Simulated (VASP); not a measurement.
Here is a VASP 6.6.1 calculation.

The input INCAR:

```
SYSTEM = NiSb
ALGO = Normal
EDIFF = 1E-6
EDIFFG = -0.01
ENCUT = 600
GGA = RE
IBRION = 2
ISIF = 4
ISMEAR = 0
ISPIN = 2
IVDW = 13
LASPH = .TRUE.
LCHARG = .FALSE.
LMAXMIX = 4
LORBIT = 11
LREAL = .FALSE.
LWAVE = .FALSE.
MAGMOM = 0.05 0.05 0 0
NELM = 150
NSW = 60
PREC = Accurate
SIGMA = 0.05
```

Contents of KPOINTS:

```
k-points
0
G
  8 8 6
  0 0 0
```

Contents of POSCAR:

```
NiSb
1.0
    3.8818463137      0.0000000000      0.0000000000
   -1.9409231568      3.3617775213      0.0000000000
    0.0000000000      0.0000000000      5.0758920289
Ni Sb
2 2
Direct
    0.0000000000      0.0000000000      0.0000000000
    0.0000000000      0.0000000000      0.5000000000
    0.3333333333      0.6666666667      0.2500000000
    0.6666666667      0.3333333333      0.7500000000
```

Potentials or basis: VASP PAW PBE potentials, release 64 (Ni, Sb).

The run is started by

```console
$ cat potpaw_PBE.64/Ni/POTCAR potpaw_PBE.64/Sb/POTCAR > POTCAR
$ mpirun -np 1 vasp_std > vasp.out
```

Q: What does it give for the band gap on the k mesh?

A: Zero (filled and empty bands overlap).

Q: What does it give for the net moment?

A: 0.00 μB per cell.

Step by step:
```csv
step,energy change (eV),largest force (eV/Å),pressure (GPa),volume (Å³)
1,0.0000,0.0000,2.33,66.24
2,-0.0001,0.0000,2.19,66.24
```

Caveat: the PAW data sets were made with another functional, which shifts forces and pressure a little; spin-orbit coupling is left out, which moves the levels of the heavy elements.
